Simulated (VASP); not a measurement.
A run of VASP 6.6.1 is set up as follows.

File POSCAR:

```
Be
1.0
    1.9734867090      0.0000000000      0.0000000000
   -0.9867433545      1.7090896240      0.0000000000
    0.0000000000      0.0000000000      3.1530681956
Be
2
Direct
    0.3333333333      0.6666666667      0.2500000000
    0.6666666667      0.3333333333      0.7500000000
```

INCAR.step1

```
SYSTEM = Be
  PREC = Accurate
  ENCUT = 520
  ISMEAR = -1
  SIGMA = 0.1
  LREAL = .False.
  LASPH = .True.
  NELM = 100
  NBANDS = 9
  GGA = PE
  ALGO = Normal
  EDIFF = 1E-4
  LWAVE = .True.
  LCHARG = .False.
```

File INCAR.step2:

```
SYSTEM = Be
  PREC = Accurate
  ENCUT = 520
  EDIFF = 1E-6
  ISMEAR = -1
  SIGMA = 0.1
  LREAL = .False.
  LASPH = .True.
  NELM = 100
  ALGO = Normal
  ISIF = 2
  LWAVE = .False.
  LCHARG = .False.
  METAGGA = R2SCAN
  LMIXTAU = .True.
  NBANDS = 9
  ISTART = 1
```

The input KPOINTS:

```
Automatic mesh
0
Gamma
  24 24 14
  0 0 0
```

Potentials or basis: VASP PAW PBE potentials, release 64 (Be).

Command:

```console
$ cat potpaw_PBE.64/Be/POTCAR > POTCAR
$ cp INCAR.step1 INCAR
$ mpirun -np 1 vasp_std > vasp.out
$ cp INCAR.step2 INCAR
$ mpirun -np 1 vasp_std > vasp.out
```

Task: What does it give for the pressure?

Result: 95.3 GPa.

Task: What does it give for the band gap on the k mesh?

Result: Zero (bands 2 and 3 overlap by 2.72 eV).

Stress tensor (GPa, compression positive):
```
95.24  0.00  0.00
 0.00 95.24  0.00
 0.00  0.00 95.39
```

Caveat: the cell stands under pressure; the PAW data sets were made with another functional, which shifts forces and pressure a little.
